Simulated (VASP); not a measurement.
A run of VASP 6.6.1:

File INCAR:

```
SYSTEM = Sb
PREC = Accurate ; ENCUT = 520
EDIFF = 1E-7 ; ISMEAR = 0
SIGMA = 0.1 ; LREAL = .False.
LASPH = .True. ; NELM = 100
ALGO = Normal ; ISIF = 2
LWAVE = .False. ; LCHARG = .True.
GGA = PS ; LELF = .True.
LVHAR = .True. ; NBANDS = 8
```

File KPOINTS:

```
Automatic mesh
0
Gamma
  14 14 14
  0 0 0
```

File POSCAR:

```
Sb
1.0
    3.1415456000      0.0000000000      0.0000000000
    0.0000000000      3.1415456000      0.0000000000
    0.0000000000      0.0000000000      3.1415456000
Sb
1
Direct
    0.0000000000      0.0000000000      0.0000000000
```

Potentials or basis: VASP PAW PBE potentials, release 64 (Sb).

Command:

```bash
$ cat potpaw_PBE.64/Sb/POTCAR > POTCAR
$ mpirun -np 1 vasp_std > vasp.out
```

Hardware: 1 thread of Intel(R) Xeon(R) 6975P-C (Granite Rapids) (shared host).

**Question.** Estimate the wall time of this run.

**Answer.** It took 6.1 s on 1 thread of Intel(R) Xeon(R) 6975P-C (Granite Rapids), with other jobs on the host, peak memory 0.15 GiB. Counts: scf iterations 11, k points 120.
